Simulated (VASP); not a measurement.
# Zr (P6_3/mmc) in VASP: further runs

Zr is run at these levels: LDA; tasks: single point.

Program: VASP 6.6.1. These are calculated values, not measurements. Logs are shortened: lines on timing, memory, paths and dates and some standing lists are left out, and cuts for length are marked.

### Step 1. The cell of the first run

It takes space group P6_3/mmc (No. 194, hexagonal). Conventional cell: a = 3.143 Å, b = 3.143 Å, c = 5.006 Å, α = 90.00°, β = 90.00°, γ = 120.00°. Zr (site symmetry -6m2) has 12 Zr at 3.09 to 3.14 Å within 4.1 Å.

### Step 2. Single point, LDA

The input, INCAR:

```
SYSTEM = Zr
  ALGO = Normal
  EDIFF = 1E-6
  ENCUT = 500
  GGA = CA
  GGA_COMPAT = .False.
  ISIF = 2
  ISMEAR = 1
  LASPH = .True.
  LCHARG = .False.
  LREAL = .False.
  LWAVE = .False.
  NBANDS = 19
  NELM = 120
  PREC = Accurate
  SIGMA = 0.1
```

The input, KPOINTS:

```
k-points
0
Gamma
  10 10 5
  0 0 0
```

The input, POSCAR:

```
Zr
1.0
    3.1434070863      0.0000000000      0.0000000000
   -1.5717035432      2.7222663987      0.0000000000
    0.0000000000      0.0000000000      5.0059146885
Zr
2
Direct
    0.3333333333      0.6666666667      0.2500000000
    0.6666666667      0.3333333333      0.7500000000
```

Potentials or basis: VASP PAW LDA potentials, release 64 (Zr_sv).

On the command line:

```bash
> cat potpaw_LDA.64/Zr_sv/POTCAR > POTCAR
> mpirun -np 1 vasp_std > vasp.out
```

OUTCAR:

```text
SYSTEM = Zr
   EDIFF = 1E-6
   ENCUT = 500
   GGA = CA
   ISIF = 2
   ISMEAR = 1
   LASPH = .True.
   LREAL = .False.
   NELM = 120
   PREC = Accurate

 ion  position               nearest neighbor table
   1  0.333  0.667  0.250-   2 3.09   2 3.09   2 3.09   2 3.09   2 3.09   2 3.09
   2  0.667  0.333  0.750-   1 3.09   1 3.09   1 3.09   1 3.09   1 3.09   1 3.09

  LATTYP: Found a hexagonal cell.
 ALAT       =     3.1434070863
 C/A-ratio  =     1.5925123762

  Lattice vectors:

 A1 = (   3.1434070863,   0.0000000000,   0.0000000000)
 A2 = (  -1.5717035432,   2.7222663987,   0.0000000000)
 A3 = (   0.0000000000,   0.0000000000,   5.0059146885)

Analysis of symmetry for initial positions (statically):
=====================================================================
 Subroutine PRICEL returns:
 Original cell was already a primitive cell.

 Routine SETGRP: Setting up the symmetry group for a
 hexagonal supercell.

 Subroutine GETGRP returns: Found 24 space group operations
 (whereof 12 operations were pure point group operations)
 out of a pool of 24 trial point group operations.

The static configuration has the point symmetry D_3d.
 The point group associated with its full space group is D_6h.

Analysis of symmetry for dynamics (positions and initial velocities):
=====================================================================
 Subroutine PRICEL returns:
 Original cell was already a primitive cell.

 Routine SETGRP: Setting up the symmetry group for a
 hexagonal supercell.

 Subroutine GETGRP returns: Found 24 space group operations
 (whereof 12 operations were pure point group operations)
 out of a pool of 24 trial point group operations.

The dynamic configuration has the point symmetry D_3d.
 The point group associated with its full space group is D_6h.

 Subroutine INISYM returns: Found 24 space group operations
 (whereof 12 operations are pure point group operations),
 and found     1 'primitive' translations

----------------------------------------------------------------------------------------

                                     Primitive cell

  volume of cell :      42.8366

  direct lattice vectors                    reciprocal lattice vectors
     3.143407086  0.000000000  0.000000000     0.318126152  0.183670489  0.000000000
    -1.571703543  2.722266399  0.000000000     0.000000000  0.367340978  0.000000000
     0.000000000  0.000000000  5.005914688     0.000000000  0.000000000  0.199763692

  length of vectors
     3.143407086  3.143403629  5.005914688     0.367340573  0.367340978  0.199763692

  position of ions in fractional coordinates (direct lattice)
     0.333333333  0.666666667  0.250000000
     0.666666667  0.333333333  0.750000000

  ion indices of the primitive-cell ions
   primitive index   ion index
                 1           1
                 2           2

----------------------------------------------------------------------------------------

 KPOINTS: k-points

Automatic generation of k-mesh.
 Grid dimensions read from file:
 generate k-points for:   10   10    5

 Generating k-lattice:

  Cartesian coordinates                     Fractional coordinates (reciprocal lattice)
     0.031812615  0.018367049  0.000000000     0.100000000 -0.000000000  0.000000000
     0.000000000  0.036734098  0.000000000     0.000000000  0.100000000  0.000000000
     0.000000000  0.000000000  0.039952738     0.000000000  0.000000000  0.200000000

  Length of vectors
     0.036734057  0.036734098  0.039952738

  Shift w.r.t. Gamma in fractional coordinates (k-lattice)
     0.000000000  0.000000000  0.000000000

 Subroutine IBZKPT returns following result:
 ===========================================

 Found     42 irreducible k-points:

 Following reciprocal coordinates:
            Coordinates               Weight
  0.000000  0.000000  0.000000      1.000000
  0.100000 -0.000000  0.000000      6.000000
  0.200000 -0.000000  0.000000      6.000000
  0.300000 -0.000000  0.000000      6.000000
  0.400000 -0.000000  0.000000      6.000000
  0.500000 -0.000000  0.000000      3.000000
[... 16 lines left out ...]
  0.300000  0.100000  0.200000     24.000000
  0.400000  0.100000  0.200000     24.000000
 [... further k-points ...]
   k-points           NKPTS =     42   k-points in BZ     NKDIM =     42   number of bands    NBANDS=     19
   number of dos      NEDOS =    301   number of ions     NIONS =      2
   total plane-waves  NPLWV =  23040
   dimension x,y,z NGX =    24 NGY =   24 NGZ =   40
   dimension x,y,z NGXF=    48 NGYF=   48 NGZF=   80
   ions per type =               2
   NGX,Y,Z   is equivalent  to a cutoff of  12.69, 12.69, 13.28 a.u.
   NGXF,Y,Z  is equivalent  to a cutoff of  25.39, 25.39, 26.57 a.u.
 SYSTEM =  Zr
   PREC   = accura    normal or accurate (medium, high low for compatibility)
   ISTART =      0    job   : 0-new  1-cont  2-samecut
   ICHARG =      2    charge: 1-file 2-atom 10-const
   ISPIN  =      1    spin polarized calculation?
   LNONCOLLINEAR =      F non collinear calculations
   LSORBIT =      F    spin-orbit coupling
   LASPH  =      T    aspherical Exc in radial PAW
   ENCUT  =  500.0 eV  36.75 Ry    6.06 a.u.   5.73  5.73  9.13*2*pi/ulx,y,z
   NELM   =    120;   NELMIN=  2; NELMDL= -5     # of ELM steps
   EDIFF  = 0.1E-05   stopping-criterion for ELM
   LREAL  =      F    real-space projection
   EDIFFG = 0.1E-04   stopping-criterion for IOM
   NSW    =      0    number of steps for IOM
   IBRION =     -1    ionic relax: 0-MD 1-quasi-New 2-CG
   NFREE  =      0    steps in history (QN), initial steepest desc. (CG)
   ISIF   =      2    stress and relaxation
   ISYM   =      2    0-nonsym 1-usesym 2-fastsym
   POTIM  = 0.5000    time-step for ionic-motion
   TEBEG  =    0.0;   TEEND  =   0.0 temperature during run
   PSTRESS=    0.0 pullay stress
   NELECT =      24.0000    total number of electrons
   NUPDOWN=      -1.0000    fix difference up-down
   EMIN   =  10.00;   EMAX   =-10.00  energy-range for DOS
   EFERMI =   0.00;   METHOD = LEGACY
   ISMEAR =     1;   SIGMA  =   0.10  broadening in eV -4-tet -1-fermi 0-gaus
   EFERMI_NEDOS =   21; number of points for ismear=-14 and -15
   IALGO  =     38    algorithm
   IMIX   =      4    mixing-type and parameters
     AMIX     =   0.40;   BMIX     =  1.00
     AMIX_MAG =   1.60;   BMIX_MAG =  1.00
  volume/ion in A,a.u.               =      21.42       144.54
  Fermi-wavevector in a.u.,A,eV,Ry     =   1.349606  2.550386 24.782148  1.821436
  Thomas-Fermi vector in A             =   2.477179
   LORBIT       =      0    0 simple, 1 ext, 2 COOP (PROOUT), +10 PAW based schemes
   GGA     = CA    functional components
   LHFCALC =     F    Hartree Fock is set to
   AEXX    =    0.0000 exact exchange contribution
   IVDW    =     0    specifies the selected vdW correction
   LEPSILON=     F    determine dielectric tensor
   LRPA    =     F    only Hartree local field effects (RPA)
 non-spin polarized calculation
 Methfessel and Paxton  Order N= 1 SIGMA  =   0.10
  energy-cutoff  :      500.00
  volume of cell :       42.84
 maximum number of plane-waves:      1100
 NGX is ok and might be reduce to    24
   NGX = 11   NGY = 11   NGZ = 19

 number of electron      24.0000000 magnetization

 Free energy of the ion-electron system (eV)
  ---------------------------------------------------
  ext. energy  EPLUGINS =         0.00000000
  ---------------------------------------------------
  free energy    TOTEN  =       -18.58393162 eV

  energy without entropy =      -18.58206760  energy(sigma->0) =      -18.58331028

 E-fermi :   9.7626     XC(G=0): -11.6793

 val. band max:        9.7452761623   @ k =   0.1000  -0.0000   0.4000
 cond. band min:       9.7723189659   @ k =   0.1000   0.1000   0.0000
 fundamental gap:      0.0270428036
 Fermi energy:         9.7625728357

 k-point     1 :       0.0000    0.0000    0.0000
  band No.  band energies     occupation
      1     -38.6659      2.00000
      2     -38.4427      2.00000
      3     -17.5064      2.00000
      4     -16.3634      2.00000
      5     -16.3634      2.00000
      6     -16.1789      2.00000
[... 11 lines left out ...]
     18      11.9965      0.00000
     19      14.5629      0.00000

 k-point     2 :       0.1000   -0.0000    0.0000
  band No.  band energies     occupation
      1     -38.6497      2.00000
      2     -38.4359      2.00000
      3     -17.4665      2.00000
      4     -16.4533      2.00000
      5     -16.3927      2.00000
      6     -16.2716      2.00000
[... 11 lines left out ...]
     18      11.7365     -0.00000
     19      14.7646      0.00000

 k-point     3 :       0.2000   -0.0000    0.0000
  band No.  band energies     occupation
      1     -38.6058      2.00000
      2     -38.4194      2.00000
      3     -17.3544      2.00000
      4     -16.6877      2.00000
      5     -16.5041      2.00000
      6     -16.4653      2.00000
[... 11 lines left out ...]
     18      12.4133      0.00000
     19      15.1287      0.00000

 k-point     4 :       0.3000   -0.0000    0.0000
  band No.  band energies     occupation
      1     -38.5475      2.00000
      2     -38.4026      2.00000
      3     -17.1926      2.00000
      4     -16.9743      2.00000
      5     -16.7738      2.00000
      6     -16.5498      2.00000
[... 11 lines left out ...]
     18      13.5711      0.00000
     19      15.4033      0.00000

 k-point     5 :       0.4000   -0.0000    0.0000
  band No.  band energies     occupation
      1     -38.4935      2.00000
      2     -38.3951      2.00000
      3     -17.2023      2.00000
      4     -17.0229      2.00000
      5     -16.9806      2.00000
      6     -16.6151      2.00000
[... 11 lines left out ...]
     18      14.8369      0.00000
     19      15.5437      0.00000

 k-point     6 :       0.5000   -0.0000    0.0000
  band No.  band energies     occupation
      1     -38.4690      2.00000
      2     -38.3961      2.00000
      3     -17.2883      2.00000
      4     -17.0574      2.00000
      5     -16.9346      2.00000
      6     -16.6395      2.00000
[... 11 lines left out ...]
     18      15.5890      0.00000
     19      16.6018      0.00000

 k-point     7 :       0.1000    0.1000    0.0000
  band No.  band energies     occupation
      1     -38.6197      2.00000
      2     -38.4243      2.00000
      3     -17.3904      2.00000
      4     -16.5919      2.00000
      5     -16.5118      2.00000
      6     -16.3735      2.00000
[... 11 lines left out ...]
     18      12.2604      0.00000
     19      14.9560      0.00000

 k-point     8 :       0.2000    0.1000    0.0000
  band No.  band energies     occupation
      1     -38.5684      2.00000
      2     -38.4078      2.00000
      3     -17.2527      2.00000
      4     -16.8311      2.00000
      5     -16.7212      2.00000
      6     -16.4944      2.00000
[... 256 lines left out ...]
 k-point    20 :       0.5000   -0.0000    0.2000
  band No.  band energies     occupation
      1     -38.4620      2.00000
      2     -38.4030      2.00000
      3     -17.3629      2.00000
      4     -17.1593      2.00000
      5     -16.7919      2.00000
      6     -16.6098      2.00000
[... 11 lines left out ...]
     18      15.5526      0.00000
     19      16.0470      0.00000

 k-point    21 :       0.1000    0.1000    0.2000
  band No.  band energies     occupation
      1     -38.6014      2.00000
      2     -38.4433      2.00000
      3     -17.3041      2.00000
      4     -16.5569      2.00000
      5     -16.5543      2.00000
      6     -16.4159      2.00000
[... 11 lines left out ...]
     18      12.5788      0.00000
     19      14.8905      0.00000

 k-point    22 :       0.2000    0.1000    0.2000
  band No.  band energies     occupation
      1     -38.5532      2.00000
      2     -38.4233      2.00000
      3     -17.2275      2.00000
      4     -16.8112      2.00000
      5     -16.7240      2.00000
      6     -16.5104      2.00000
[... 11 lines left out ...]
     18      13.3440      0.00000
     19      15.0089      0.00000

 k-point    23 :       0.3000    0.1000    0.2000
  band No.  band energies     occupation
      1     -38.5005      2.00000
      2     -38.4074      2.00000
      3     -17.2286      2.00000
      4     -17.0211      2.00000
      5     -16.8262      2.00000
      6     -16.6010      2.00000
[... 11 lines left out ...]
     18      14.2619      0.00000
     19      15.3956      0.00000

 k-point    24 :       0.4000    0.1000    0.2000
  band No.  band energies     occupation
      1     -38.4623      2.00000
      2     -38.4028      2.00000
      3     -17.3172      2.00000
      4     -17.1241      2.00000
      5     -16.8109      2.00000
      6     -16.6339      2.00000
[... 11 lines left out ...]
     18      15.2444      0.00000
     19      16.1657      0.00000

 [... further k-points ...]
[... 5 lines left out ...]
  --------------------------------------------------------------------------------------
  -------------------------------------------------------------------------------------
  Total        0.4298078      0.4298065      0.7687950     -0.0000000      0.0000000     -0.0000000
  in kB       16.0757103     16.0756632     28.7545394     -0.0000000      0.0000000     -0.0000000
  external PRESSURE =      20.3019710 kB  Pullay stress =       0.0000000 kB

 VOLUME and BASIS-vectors are now :
 -----------------------------------------------------------------------------
  energy-cutoff  :      500.00
  volume of cell :       42.84
      direct lattice vectors                 reciprocal lattice vectors
     3.143407086  0.000000000  0.000000000     0.318126152  0.183670489  0.000000000
    -1.571703543  2.722266399  0.000000000     0.000000000  0.367340978  0.000000000
     0.000000000  0.000000000  5.005914688     0.000000000  0.000000000  0.199763692

 POSITION                                       TOTAL-FORCE (eV/Angst)
 -----------------------------------------------------------------------------------
     -0.00000      1.81484      1.25148         0.000000      0.000000      0.000000
      1.57170      0.90742      3.75444        -0.000000     -0.000000      0.000000
 -----------------------------------------------------------------------------------
    total drift:                                0.000000     -0.000000      0.000000

  FREE ENERGIE OF THE ION-ELECTRON SYSTEM (eV)
  ---------------------------------------------------
  free  energy   TOTEN  =       -18.5839316221 eV

  energy  without entropy=      -18.5820676033  energy(sigma->0) =      -18.58331028
```

Wall time 11 s (1 thread of Intel Xeon 6975P-C (Granite Rapids), shared host); peak memory 0.15 GiB.

What came out:

```
Free energy            : -18.5839 eV
Pressure               : 2.0 GPa
Band gap on the k mesh : zero (band 12 reaches 10.66 eV, above the bottom of band 13 at 9.49 eV)
```

### Step 3. Single point, LDA

This run uses another cell than the first one, of 22.35 Å³/atom, 1.043 times its volume.

The input, INCAR:

```
SYSTEM = Zr
ALGO = Normal
EDIFF = 1E-6
ENCUT = 500
GGA_COMPAT = .FALSE.
ISIF = 2
ISMEAR = 1
LASPH = .TRUE.
LCHARG = .TRUE.
LELF = .TRUE.
LREAL = .FALSE.
LVHAR = .TRUE.
LWAVE = .FALSE.
NBANDS = 19
NELM = 120
PREC = Accurate
SIGMA = 0.1
```

The input, KPOINTS:

```
k-points
0
G
  10 10 5
  0 0 0
```

The input, POSCAR:

```
Zr
1.0
    3.1883189697      0.0000000000      0.0000000000
   -1.5941594848      2.7611611736      0.0000000000
    0.0000000000      0.0000000000      5.0774374186
Zr
2
Direct
    0.3333333333      0.6666666667      0.2500000000
    0.6666666667      0.3333333333      0.7500000000
```

Potentials or basis: VASP PAW LDA potentials, release 64 (Zr_sv).

On the command line:

```bash
> cat potpaw_LDA.64/Zr_sv/POTCAR > POTCAR
> mpirun -np 1 vasp_std > vasp.out
```

Run time: 13 s. Hardware: 1 thread of Intel Xeon 6975P-C (Granite Rapids), shared host; peak memory 0.15 GiB.

The run converged. Its results:

```
Free energy            : -18.5820 eV
Pressure               : -2.4 GPa
Band gap on the k mesh : zero (band 12 reaches 10.09 eV, above the bottom of band 13 at 8.98 eV)
```

Stress tensor (GPa, compression positive):
```
-2.51  0.00  0.00
 0.00 -2.51  0.00
 0.00  0.00 -2.03
```

Levels at points of the mesh, in eV from the Fermi level:
| k point | band 9 | band 10 | band 11 | band 12 | band 13 | band 14 | band 15 | band 16 |
| --- | --- | --- | --- | --- | --- | --- | --- | --- |
| (0.00, 0.00, 0.00) | -5.71 | -3.16 | 0.82 | 0.82 | 0.99 | 1.41 | 1.55 | 1.55 |
| (0.50, 0.00, 0.00) | -2.73 | -2.57 | -2.28 | -0.08 | 0.47 | 0.81 | 1.51 | 5.10 |

### Step 4. Single point, LDA

This run uses another cell than the first one, of 23.28 Å³/atom, 1.087 times its volume.

The input, INCAR:

```
ALGO = Normal ; EDIFF = 1E-6
ENCUT = 500 ; GGA_COMPAT = False
ISIF = 2 ; ISMEAR = 1
LASPH = True ; LCHARG = False
LREAL = False ; LWAVE = False
NBANDS = 19 ; NELM = 120
PREC = Accurate ; SIGMA = 0.1
```

The input, KPOINTS:

```
k-points
0
Gamma
  10 10 5
```

The input, POSCAR:

```
Zr
1.0
    3.2320000000      0.0000000000      0.0000000000
   -1.6160000000      2.7989900000      0.0000000000
    0.0000000000      0.0000000000      5.1470000000
Zr
2
Direct
    0.3333333333      0.6666666667      0.2500000000
    0.6666666667      0.3333333333      0.7500000000
```

On the command line:

```bash
> cat potpaw_LDA.64/Zr_sv/POTCAR > POTCAR
> mpirun -np 1 vasp_std > vasp.out
```

Run time: 11 s. Hardware: 1 thread of Intel Xeon 6975P-C (Granite Rapids), shared host; peak memory 0.15 GiB.

The run converged. Its results:

```
Free energy            : -18.5327 eV
Pressure               : -6.1 GPa
Band gap on the k mesh : zero (band 12 reaches 9.62 eV, above the bottom of band 13 at 8.50 eV)
```

Stress tensor (GPa, compression positive):
```
-6.12  0.00  0.00
 0.00 -6.12  0.00
 0.00  0.00 -6.04
```

Levels at points of the mesh, in eV from the Fermi level:
| k point | band 8 | band 9 | band 10 | band 11 | band 12 | band 13 | band 14 | band 15 | band 16 | band 17 |
| --- | --- | --- | --- | --- | --- | --- | --- | --- | --- | --- |
| (0.00, 0.00, 0.00) | -26.23 | -5.65 | -3.06 | 0.81 | 0.81 | 0.96 | 1.24 | 1.50 | 1.50 | 2.07 |
| (0.50, 0.00, 0.00) | -26.34 | -2.59 | -2.53 | -2.16 | -0.18 | 0.47 | 0.75 | 1.43 | 4.85 | 5.25 |

### Step 5. Summary

```tsv
cell	gap on the mesh (eV)	pressure (GPa)
a = 3.143, b = 3.143, c = 5.006 Å, angles 90.0, 90.0, 120.0°, 2 atoms	none	2.0
a = 3.188, b = 3.188, c = 5.077 Å, angles 90.0, 90.0, 120.0°, 2 atoms	none	-2.4
a = 3.232, b = 3.232, c = 5.147 Å, angles 90.0, 90.0, 120.0°, 2 atoms	none	-6.1
```

Alike in all rows: task single point; level LDA; potentials or basis VASP PAW LDA potentials, release 64 (Zr_sv); no spin polarisation; k mesh 10 × 10 × 5; cutoff (eV) 500; smearing methfessel-paxton 0.1 eV.

Total energies depend on the potentials used, so only differences within one code and one set of settings carry meaning.
